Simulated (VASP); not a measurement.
A run of VASP 6.6.1:

INCAR

```
PREC = Accurate
ENCUT = 520
EDIFF = 1E-7
ISMEAR = 0
SIGMA = 0.1
LREAL = F
LASPH = T
NELM = 100
ALGO = Fast
ISIF = 2
LWAVE = F
LCHARG = F
GGA = PS
NBANDS = 34
```

The input KPOINTS:

```
Automatic mesh
0
Gamma
  10 10 10
```

The input POSCAR:

```
YSn3
1.0
    4.4955694227      0.0000000000      0.0000000000
    0.0000000000      4.4955694227      0.0000000000
    0.0000000000      0.0000000000      4.4955694227
Y Sn
1 3
Direct
    0.0000000000      0.0000000000      0.0000000000
    0.0000000000      0.5000000000      0.5000000000
    0.5000000000      0.0000000000      0.5000000000
    0.5000000000      0.5000000000      0.0000000000
```

Potentials or basis: VASP PAW PBE potentials, release 64 (Y_sv, Sn_d).

Command:

```bash
$ cat potpaw_PBE.64/Y_sv/POTCAR potpaw_PBE.64/Sn_d/POTCAR > POTCAR
$ mpirun -np 1 vasp_std > vasp.out
```

Hardware: 1 thread of Oxide Virtual Turin-like Processor, with other jobs on the host.

Problem. Estimate the wall time of this run.

Solution. It took 7.4 min on 1 thread of Oxide Virtual Turin-like Processor, on a shared host, peak memory 0.29 GiB. Counts: scf iterations 35, k points 56.
